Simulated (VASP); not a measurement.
# Pd (Pm-3m) in VASP: notebook, part 2 of 3

VASP 6.6.1. Earlier steps stand in the parts before.

## 4. Single point, PBE (volume scaled by 1.04)

INCAR reads:

```
PREC = Accurate ; ENCUT = 520
EDIFF = 1E-6 ; ISMEAR = -1
SIGMA = 0.1 ; LREAL = F
LASPH = T ; NELM = 80
ALGO = Normal ; ISIF = 2
LWAVE = F ; LCHARG = F
GGA = PE ; NBANDS = 11
```

KPOINTS reads:

```
regular mesh
0
Gamma
  13 13 13
```

POSCAR reads:

```
Pd
1.0
    2.6500250976      0.0000000000      0.0000000000
    0.0000000000      2.6500250976      0.0000000000
    0.0000000000      0.0000000000      2.6500250976
Pd
1
Direct
    0.0000000000      0.0000000000      0.0000000000
```

Potentials or basis: VASP PAW PBE potentials, release 64 (Pd).

Started as:

```
$ cat potpaw_PBE.64/Pd/POTCAR > POTCAR
$ mpirun -np 1 vasp_std > vasp.out
```

OUTCAR:

```text
PREC = Accurate
   ENCUT = 520
   EDIFF = 1E-6
   ISMEAR = -1
   LREAL = F
   LASPH = T
   NELM = 80
   ISIF = 2
   GGA = PE

 ion  position               nearest neighbor table
   1  0.000  0.000  0.000-

  LATTYP: Found a simple cubic cell.
 ALAT       =     2.6500250976

  Lattice vectors:

 A1 = (   2.6500250976,   0.0000000000,   0.0000000000)
 A2 = (   0.0000000000,   2.6500250976,   0.0000000000)
 A3 = (   0.0000000000,   0.0000000000,   2.6500250976)

Analysis of symmetry for initial positions (statically):
=====================================================================
 Subroutine PRICEL returns:
 Original cell was already a primitive cell.

 Routine SETGRP: Setting up the symmetry group for a
 simple cubic supercell.

 Subroutine GETGRP returns: Found 48 space group operations
 (whereof 48 operations were pure point group operations)
 out of a pool of 48 trial point group operations.

The static configuration has the point symmetry O_h .

Analysis of symmetry for dynamics (positions and initial velocities):
=====================================================================
 Subroutine PRICEL returns:
 Original cell was already a primitive cell.

 Routine SETGRP: Setting up the symmetry group for a
 simple cubic supercell.

 Subroutine GETGRP returns: Found 48 space group operations
 (whereof 48 operations were pure point group operations)
 out of a pool of 48 trial point group operations.

The dynamic configuration has the point symmetry O_h .

 Subroutine INISYM returns: Found 48 space group operations
 (whereof 48 operations are pure point group operations),
 and found     1 'primitive' translations

----------------------------------------------------------------------------------------

                                     Primitive cell

  volume of cell :      18.6102

  direct lattice vectors                    reciprocal lattice vectors
     2.650025098  0.000000000  0.000000000     0.377354917  0.000000000  0.000000000
[... 111 lines left out ...]
   AEXX    =    0.0000 exact exchange contribution
   IVDW    =     0    specifies the selected vdW correction
   LEPSILON=     F    determine dielectric tensor
   LRPA    =     F    only Hartree local field effects (RPA)
 non-spin polarized calculation
  energy-cutoff  :      520.00
  volume of cell :       18.61
 maximum number of plane-waves:       513
 NGX is ok and might be reduce to    20
   NGX =  9   NGY =  9   NGZ =  9

 number of electron      10.0000000 magnetization

 number of electron       9.9999995 magnetization

 Free energy of the ion-electron system (eV)
  ---------------------------------------------------
  ext. energy  EPLUGINS =         0.00000000
  ---------------------------------------------------
  free energy    TOTEN  =        -4.72697798 eV

  energy without entropy =       -4.68056849  energy(sigma->0) =       -4.70377324

 E-fermi :   6.6143     XC(G=0): -11.6567

 val. band max:        6.6010268175   @ k =   0.3846   0.0769   0.0000
 cond. band min:       6.6167926534   @ k =   0.4615   0.0769   0.0000
 fundamental gap:      0.0157658358
 Fermi energy:         6.6143366744

 k-point     1 :       0.0000    0.0000    0.0000
  band No.  band energies     occupation
      1       0.9469      2.00000
      2       2.3928      2.00000
      3       2.3928      2.00000
      4       6.5692      1.22185
      5       6.5692      1.22185
      6       6.5692      1.22185
      7      22.7099      0.00000
      8      22.7099      0.00000
      9      22.7099      0.00000
     10      28.7660      0.00000
     11      28.8281      0.00000
[... 309 lines left out ...]
 k-point    24 :       0.3846    0.3077    0.0000
  band No.  band energies     occupation
      1       2.9848      2.00000
      2       3.1790      2.00000
      3       5.4795      1.99998
      4       5.5141      1.99997
      5       5.7760      1.99954
      6       8.2527      0.00000
      7      14.0150      0.00000
      8      18.9408      0.00000
      9      23.2909      0.00000
     10      28.3070      0.00000
     11      30.3386      0.00000

 [... further k-points ...]

------------------------ aborting loop because EDIFF is reached ----------------------------------------

  FORCE on cell =-STRESS in cart. coord.  units (eV):
  Direction    XX          YY          ZZ          XY          YZ          ZX
  --------------------------------------------------------------------------------------
  -------------------------------------------------------------------------------------
  Total       -0.5366747     -0.5366747     -0.5366747     -0.0000000      0.0000000     -0.0000000
  in kB      -46.2031678    -46.2031678    -46.2031678     -0.0000000      0.0000000     -0.0000000
  external PRESSURE =     -46.2031678 kB  Pullay stress =       0.0000000 kB

 VOLUME and BASIS-vectors are now :
 -----------------------------------------------------------------------------
  energy-cutoff  :      520.00
  volume of cell :       18.61
      direct lattice vectors                 reciprocal lattice vectors
     2.650025098  0.000000000  0.000000000     0.377354917  0.000000000  0.000000000
     0.000000000  2.650025098  0.000000000     0.000000000  0.377354917  0.000000000
     0.000000000  0.000000000  2.650025098     0.000000000  0.000000000  0.377354917

 POSITION                                       TOTAL-FORCE (eV/Angst)
 -----------------------------------------------------------------------------------
      0.00000      0.00000      0.00000         0.000000      0.000000      0.000000
 -----------------------------------------------------------------------------------
    total drift:                                0.000000      0.000000      0.000000

  FREE ENERGIE OF THE ION-ELECTRON SYSTEM (eV)
  ---------------------------------------------------
  free  energy   TOTEN  =        -4.7269779823 eV

  energy  without entropy=       -4.6805684912  energy(sigma->0) =       -4.70377324
```

OSZICAR:

```text
N       E                     dE             d eps       ncg     rms          rms(c)
DAV:   1     0.426068379393E+02    0.42607E+02   -0.49911E+03  1856   0.828E+02
DAV:   2    -0.421996579240E+01   -0.46827E+02   -0.45239E+02  2078   0.172E+02
DAV:   3    -0.487646764005E+01   -0.65650E+00   -0.65387E+00  2180   0.220E+01
DAV:   4    -0.488090853964E+01   -0.44409E-02   -0.44402E-02  2204   0.187E+00
DAV:   5    -0.488097831430E+01   -0.69775E-04   -0.69774E-04  2284   0.201E-01    0.476E+00
DAV:   6    -0.473098504522E+01    0.14999E+00   -0.70197E-01  2061   0.665E+00    0.245E+00
DAV:   7    -0.472809970629E+01    0.28853E-02   -0.31991E-03  2223   0.632E-01    0.140E+00
DAV:   8    -0.472696776188E+01    0.11319E-02   -0.10745E-03  2067   0.248E-01    0.200E-02
DAV:   9    -0.472697708250E+01   -0.93206E-05   -0.13033E-05  2805   0.280E-02    0.917E-03
DAV:  10    -0.472697798227E+01   -0.89976E-06   -0.15742E-06  2145   0.104E-02
   1 F= -.47269780E+01 E0= -.47037732E+01  d E =-.464095E-01
```

Wall time 4.6 s (1 thread of Intel Xeon 6975P-C (Granite Rapids), shared host); peak memory 0.13 GiB.

Results:

```yaml
Free_energy: -4.7270 eV
Pressure: -4.6 GPa
Band_gap_on_the_k_mesh: zero (band 5 reaches 7.57 eV, above the bottom of band 6 at 6.02 eV)
```

## 5. Single point, PBE (volume scaled by 1.08)

INCAR reads:

```
SYSTEM = Pd
  PREC = Accurate
  ENCUT = 520
  EDIFF = 1E-6
  ISMEAR = -1
  SIGMA = 0.1
  LREAL = .FALSE.
  LASPH = .TRUE.
  NELM = 100
  ALGO = Normal
  ISIF = 2
  LWAVE = .FALSE.
  LCHARG = .FALSE.
  GGA = PE
  NBANDS = 11
```

KPOINTS reads:

```
Automatic mesh
0
G
  13 13 13
  0 0 0
```

POSCAR reads:

```
Pd
1.0
    2.6835732805      0.0000000000      0.0000000000
    0.0000000000      2.6835732805      0.0000000000
    0.0000000000      0.0000000000      2.6835732805
Pd
1
Direct
    0.0000000000      0.0000000000      0.0000000000
```

Potentials or basis: VASP PAW PBE potentials, release 64 (Pd).

Started as:

```
$ cat potpaw_PBE.64/Pd/POTCAR > POTCAR
$ mpirun -np 1 vasp_std > vasp.out
```

OUTCAR:

```text
SYSTEM = Pd
   PREC = Accurate
   ENCUT = 520
   EDIFF = 1E-6
   ISMEAR = -1
   LREAL = .FALSE.
   LASPH = .TRUE.
   NELM = 100
   ISIF = 2
   GGA = PE

 ion  position               nearest neighbor table
   1  0.000  0.000  0.000-

  LATTYP: Found a simple cubic cell.
 ALAT       =     2.6835732805

  Lattice vectors:

 A1 = (   2.6835732805,   0.0000000000,   0.0000000000)
 A2 = (   0.0000000000,   2.6835732805,   0.0000000000)
 A3 = (   0.0000000000,   0.0000000000,   2.6835732805)

Analysis of symmetry for initial positions (statically):
=====================================================================
 Subroutine PRICEL returns:
 Original cell was already a primitive cell.

 Routine SETGRP: Setting up the symmetry group for a
 simple cubic supercell.

 Subroutine GETGRP returns: Found 48 space group operations
 (whereof 48 operations were pure point group operations)
 out of a pool of 48 trial point group operations.

The static configuration has the point symmetry O_h .

Analysis of symmetry for dynamics (positions and initial velocities):
=====================================================================
 Subroutine PRICEL returns:
 Original cell was already a primitive cell.

 Routine SETGRP: Setting up the symmetry group for a
 simple cubic supercell.

 Subroutine GETGRP returns: Found 48 space group operations
 (whereof 48 operations were pure point group operations)
 out of a pool of 48 trial point group operations.

The dynamic configuration has the point symmetry O_h .

 Subroutine INISYM returns: Found 48 space group operations
 (whereof 48 operations are pure point group operations),
 and found     1 'primitive' translations

----------------------------------------------------------------------------------------

                                     Primitive cell

[... 112 lines left out ...]
   LORBIT       =      0    0 simple, 1 ext, 2 COOP (PROOUT), +10 PAW based schemes
   GGA     = PE    functional components
   LHFCALC =     F    Hartree Fock is set to
   AEXX    =    0.0000 exact exchange contribution
   IVDW    =     0    specifies the selected vdW correction
   LEPSILON=     F    determine dielectric tensor
   LRPA    =     F    only Hartree local field effects (RPA)
 non-spin polarized calculation
  energy-cutoff  :      520.00
  volume of cell :       19.33
 maximum number of plane-waves:       535
 NGX is ok and might be reduce to    20
   NGX =  9   NGY =  9   NGZ =  9

 number of electron      10.0000000 magnetization

 number of electron       9.9999993 magnetization

 Free energy of the ion-electron system (eV)
  ---------------------------------------------------
  ext. energy  EPLUGINS =         0.00000000
  ---------------------------------------------------
  free energy    TOTEN  =        -4.69915740 eV

  energy without entropy =       -4.65075058  energy(sigma->0) =       -4.67495399

 E-fermi :   6.1254     XC(G=0): -11.4405

 val. band max:        6.1245248199   @ k =   0.2308   0.0000   0.0000
 cond. band min:       6.1487384743   @ k =   0.3846   0.3846   0.3077
 fundamental gap:      0.0242136544
 Fermi energy:         6.1253646105

 k-point     1 :       0.0000    0.0000    0.0000
  band No.  band energies     occupation
      1       0.6967      2.00000
      2       2.1322      2.00000
      3       2.1322      2.00000
      4       6.0709      1.26600
      5       6.0709      1.26600
      6       6.0709      1.26600
      7      21.9459      0.00000
      8      21.9459      0.00000
      9      21.9459      0.00000
     10      27.8008      0.00000
     11      27.8740      0.00000
[... 309 lines left out ...]
 k-point    24 :       0.3846    0.3077    0.0000
  band No.  band energies     occupation
      1       2.7063      2.00000
      2       2.8728      2.00000
      3       5.0501      1.99996
      4       5.0841      1.99994
      5       5.3281      1.99931
      6       7.7585      0.00000
      7      13.3643      0.00000
      8      18.1479      0.00000
      9      22.4436      0.00000
     10      27.4962      0.00000
     11      29.3830      0.00000

 [... further k-points ...]

------------------------ aborting loop because EDIFF is reached ----------------------------------------

  FORCE on cell =-STRESS in cart. coord.  units (eV):
  Direction    XX          YY          ZZ          XY          YZ          ZX
  --------------------------------------------------------------------------------------
  -------------------------------------------------------------------------------------
  Total       -0.9428599     -0.9428599     -0.9428599      0.0000000     -0.0000000     -0.0000000
  in kB      -78.1659108    -78.1659108    -78.1659108      0.0000000     -0.0000000     -0.0000000
  external PRESSURE =     -78.1659108 kB  Pullay stress =       0.0000000 kB

 VOLUME and BASIS-vectors are now :
 -----------------------------------------------------------------------------
  energy-cutoff  :      520.00
  volume of cell :       19.33
      direct lattice vectors                 reciprocal lattice vectors
     2.683573281  0.000000000  0.000000000     0.372637486  0.000000000  0.000000000
     0.000000000  2.683573281  0.000000000     0.000000000  0.372637486  0.000000000
     0.000000000  0.000000000  2.683573281     0.000000000  0.000000000  0.372637486

 POSITION                                       TOTAL-FORCE (eV/Angst)
 -----------------------------------------------------------------------------------
      0.00000      0.00000      0.00000         0.000000      0.000000      0.000000
 -----------------------------------------------------------------------------------
    total drift:                               -0.000000      0.000000      0.000000

  FREE ENERGIE OF THE ION-ELECTRON SYSTEM (eV)
  ---------------------------------------------------
  free  energy   TOTEN  =        -4.6991573954 eV

  energy  without entropy=       -4.6507505803  energy(sigma->0) =       -4.67495399
```

stdout:

```text
POSCAR found type information on POSCAR Pd
 POSCAR found :  1 types and       1 ions
 scaLAPACK will be used
 LDA part: xc-table for (Slater+PW92), standard interpolation
 POSCAR, INCAR and KPOINTS ok, starting setup
 FFT: planning ... GRIDC
 FFT: planning ... GRID_SOFT
 FFT: planning ... GRID
 WAVECAR not read
 entering main loop
```

Run time: 4.6 s. Hardware: 1 thread of Intel Xeon 6975P-C (Granite Rapids), shared host; peak memory 0.13 GiB.

What came out:

- Free energy: -4.6992 eV
- Pressure: -7.8 GPa
- Band gap on the k mesh: zero (band 5 reaches 7.01 eV, above the bottom of band 6 at 5.56 eV)

Levels at points of the mesh, in eV from the Fermi level:
| k point | band 3 | band 4 | band 5 | band 6 | band 7 | band 8 |
| --- | --- | --- | --- | --- | --- | --- |
| (0.00, 0.00, 0.00) | -3.99 | -0.05 | -0.05 | -0.05 | 15.82 | 15.82 |

(Continued in part 3 of 3.)
